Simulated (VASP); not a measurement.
Write the native input for VASP 6.6.1 that does the following.

```yaml
Task: single point
Functional: LDA
Potentials_or_basis: VASP PAW LDA potentials, release 64 (In_d, P)
Cutoff: 520 eV
k_mesh: 8 × 8 × 8
Occupations: gaussian, width 0.05 eV
Spin: no spin polarisation
Dipole_correction: no
Further_INCAR_settings: ALGO = Normal; EDIFF = 1e-06; NBANDS = 16
```

The structure of InP lies in POSCAR:

```
InP
1.0
    0.0000000000      2.9326014733      2.9326014733
    2.9326014733      0.0000000000      2.9326014733
    2.9326014733      2.9326014733      0.0000000000
In P
1 1
Direct
    0.0000000000      0.0000000000      0.0000000000
    0.7500000000      0.7500000000      0.7500000000
```

The input as run:

INCAR

```
SYSTEM = InP
PREC = Accurate
ENCUT = 520
EDIFF = 1E-6
ISMEAR = 0
SIGMA = 0.05
LREAL = .FALSE.
LASPH = .TRUE.
NELM = 60
ALGO = Normal
ISIF = 2
LWAVE = .FALSE.
LCHARG = .FALSE.
NBANDS = 16
```

KPOINTS

```
regular mesh
0
G
  8 8 8
  0 0 0
```

Potentials or basis: VASP PAW LDA potentials, release 64 (In_d, P).

The run is started by

```sh
$ cat potpaw_LDA.64/In_d/POTCAR potpaw_LDA.64/P/POTCAR > POTCAR
$ mpirun -np 1 vasp_std > vasp.out
```

It gave:

| Quantity | Value |
| --- | --- |
| Pressure | -1.3 GPa |
| Band gap on the k mesh | 0.50 eV |

Caveat: spin-orbit coupling is left out, which moves the levels of the heavy elements.

Wall time 28 s on 1 thread of Intel Xeon 8259CL (shared host), peak memory 0.16 GiB.
